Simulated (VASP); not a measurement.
Here is a VASP 6.6.1 calculation.

Contents of INCAR:

```
  PREC = Accurate
  ENCUT = 520
  EDIFF = 1E-6
  ISMEAR = 0
  SIGMA = 0.1
  LREAL = False
  LASPH = True
  NELM = 150
  ALGO = Normal
  ISIF = 2
  LWAVE = False
  LCHARG = True
  ISPIN = 2
  MAGMOM = 0 0 1 0 0
  LORBIT = 11
  LMAXMIX = 4
  GGA = PE
  LELF = True
  LVHAR = True
  NBANDS = 26
```

The input KPOINTS:

```
Automatic mesh
0
Gamma
  6 6 6
```

File POSCAR:

```
Li2TaO2
1.0
    3.9186681035      0.0000000000      0.0000000000
   -1.9593340518      3.3936661267      0.0000000000
    0.0000000000      0.0000000000      3.6644638367
Li Ta O
2 1 2
Direct
    0.3333333333      0.6666666667      0.5000000000
    0.6666666667      0.3333333333      0.5000000000
    0.0000000000      0.0000000000      0.0000000000
    0.3333333333      0.6666666667      0.0000000000
    0.6666666667      0.3333333333      0.0000000000
```

Potentials or basis: VASP PAW PBE potentials, release 64 (Li_sv, Ta_pv, O).

Command:

```sh
$ cat potpaw_PBE.64/Li_sv/POTCAR potpaw_PBE.64/Ta_pv/POTCAR potpaw_PBE.64/O/POTCAR > POTCAR
$ mpirun -np 1 vasp_std > vasp.out
```

Task: What does it give for the net moment?

Result: 0.00 μB per cell.
